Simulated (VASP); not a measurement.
Write the native input for VASP 6.6.1 that does the following.

```
Task                      : relaxation of the atoms
Functional                : PBE
Potentials or basis       : VASP PAW PBE potentials, release 64 (Ir, O)
Cutoff                    : 520 eV
k mesh                    : 12 × 12 × 1
Occupations               : gaussian, width 0.1 eV
Spin                      : no spin polarisation
Dipole correction         : yes
Atoms held fixed (from 0) : [0, 1, 2, 3]
Further INCAR settings    : ALGO = Fast; EDIFF = 1e-06; IBRION = 2; EDIFFG = -0.025; NSW = 36
```

The structure of Ir3O lies in POSCAR:

```
Ir3O
1.0
    2.7367600872      0.0000000000      0.0000000000
   -1.3683800436      2.3701037596      0.0000000000
    0.0000000000      0.0000000000     19.8425800730
Ir O
3 1
Selective dynamics
Direct
    0.6666666667      0.3333333333      0.2015866881  F F F
    0.3333333333      0.6666666667      0.3110139949  F F F
    0.0000000000      0.0000000000      0.4204382718  F F F
    0.0000000000      0.3333333333      0.4980386220  F F T
```

The input as run:

INCAR

```
PREC     = Accurate       # precision mode
ENCUT    = 520            # plane-wave cutoff, eV
EDIFF    = 1E-6           # SCF threshold, eV
ISMEAR   = 0              # smearing method
SIGMA    = 0.1            # smearing width, eV
LREAL    = F              # projectors in reciprocal space
LASPH    = T              # aspherical terms in the spheres
NELM     = 60             # most SCF steps
ALGO     = Fast           # electronic algorithm
ISIF     = 2              # what is computed and relaxed
LWAVE    = F              # write WAVECAR
LCHARG   = F              # write CHGCAR
LDIPOL   = T            
IDIPOL   = 3            
DIPOL    = 0.5 0.5 0.358
GGA      = PE             # functional
IBRION   = 2              # ionic algorithm
NSW      = 36             # ionic steps
EDIFFG   = -0.025         # ionic threshold
```

KPOINTS

```
Automatic mesh
0
Gamma
  12 12 1
```

Potentials or basis: VASP PAW PBE potentials, release 64 (Ir, O).

Launch:

```console
$ cat potpaw_PBE.64/Ir/POTCAR potpaw_PBE.64/O/POTCAR > POTCAR
$ mpirun -np 1 vasp_std > vasp.out
```

It gave:

```yaml
Energy_gained_by_relaxing: 12.0 meV/atom
Ionic_steps: 3
Band_gap_on_the_k_mesh: zero (an odd number of electrons rules out a gap without spin polarisation)
```

Caveat: spin-orbit coupling is left out, which moves the levels of the heavy elements; an odd number of electrons without spin polarisation forces a metal; a magnetic or distorted state may lie lower.

Run time: 14 min on 1 thread of Oxide Virtual Turin-like Processor (shared host), peak memory 0.34 GiB.
